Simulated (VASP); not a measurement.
Al2Cl:

```
CELL_PARAMETERS angstrom
3.00931 0.00000 0.00000
0.00000 3.00931 0.00000
0.00000 0.00000 6.20897
ATOMIC_POSITIONS crystal
Al 0.50000 0.50000 0.29500
Al 0.50000 0.50000 0.70500
Cl 0.00000 0.00000 0.00000
```

The cell was built from a structure type or drawn by symmetry, and may not be a known phase.

```yaml
Program: VASP 6.6.1
Task: relaxation of cell and atoms
Functional: PBE
Potentials_or_basis: VASP PAW PBE potentials, release 64 (Al, Cl)
Cutoff: 600 eV
k_mesh: 6 × 6 × 4
Occupations: gaussian, width 0.1 eV
Spin: no spin polarisation
```

At the start: pressure 7.0 GPa; volume 18.74 Å³/atom.

How do energy, volume and symmetry change on relaxing?

Over 7 steps the energy falls by 95.2 meV/atom and the volume is 21.67 Å³/atom (+15.6 %); space group P4/mmm (No. 123, to 0.1 Å) before and after.

The path:
| step | energy change (eV) | largest force (eV/Å) | pressure (GPa) | volume (Å³) |
| --- | --- | --- | --- | --- |
| 1 | 0.0000 | 0.1326 | 7.02 | 56.23 |
| 2 | -0.2507 | 0.0713 | 1.53 | 63.12 |
| 3 | -0.2751 | 0.0607 | -0.41 | 66.22 |
| 4 | -0.2750 | 0.0579 | -0.52 | 66.43 |
| 5 | -0.2803 | 0.0465 | -0.36 | 65.91 |
| 6 | -0.2849 | 0.0002 | 0.15 | 64.56 |
| 7 | -0.2855 | 0.0164 | -0.05 | 65.01 |

Final structure:
```cif
data_structure
_symmetry_space_group_name_H-M 'P 1'
_symmetry_Int_Tables_number 1
_cell_length_a 3.0518
_cell_length_b 3.0518
_cell_length_c 6.9803
_cell_angle_alpha 90.000
_cell_angle_beta 90.000
_cell_angle_gamma 90.000
_cell_volume 65.01
loop_
_atom_site_label
_atom_site_type_symbol
_atom_site_fract_x
_atom_site_fract_y
_atom_site_fract_z
_atom_site_occupancy
Al1 Al 0.50000 0.50000 0.29775 1
Al2 Al 0.50000 0.50000 0.70225 1
Cl1 Cl 0.00000 0.00000 0.00000 1
```

Caveat: the volume moved by over 15 % at a fixed basis, so the end points are rough; an odd number of electrons without spin polarisation forces a metal; a magnetic or distorted state may lie lower.
